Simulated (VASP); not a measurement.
**Cu: single point with LDA**

Cu:

```
CELL_PARAMETERS angstrom
0.00000 1.75898 1.75898
1.75898 0.00000 1.75898
1.75898 1.75898 0.00000
ATOMIC_POSITIONS crystal
Cu 0.00000 0.00000 0.00000
```

```json
{
 "Program": "VASP 6.6.1",
 "Task": "single point",
 "Functional": "LDA",
 "Potentials or basis": "VASP PAW LDA potentials, release 64 (Cu)",
 "Cutoff": "520 eV",
 "k mesh": "20 × 20 × 20",
 "Occupations": "gaussian, width 0.1 eV",
 "Spin": "no spin polarisation",
 "Dipole correction": "no",
 "Further INCAR settings": "ALGO = Fast; EDIFF = 1e-07; NBANDS = 12"
}
```

```json
{
 "Pressure": "0.9 GPa"
}
```

Levels at points of the mesh, in eV from the Fermi level:
```
           k point  band 4  band 5  band 6  band 7  band 8  band 9
(0.00, 0.00, 0.00)   -3.31   -2.36   -2.36   23.35   26.47   26.47
(0.50, 0.00, 0.00)   -1.72   -1.72   -1.20    4.18   21.83   23.23
(0.50, 0.50, 0.00)   -1.56   -1.56    1.45    7.73   13.67   13.67
```

Wall time 50 s on 1 thread of Intel(R) Xeon(R) Platinum 8259CL CPU @ 2.50GHz (Skylake/Cascade Lake), on a shared host, peak memory 0.14 GiB.
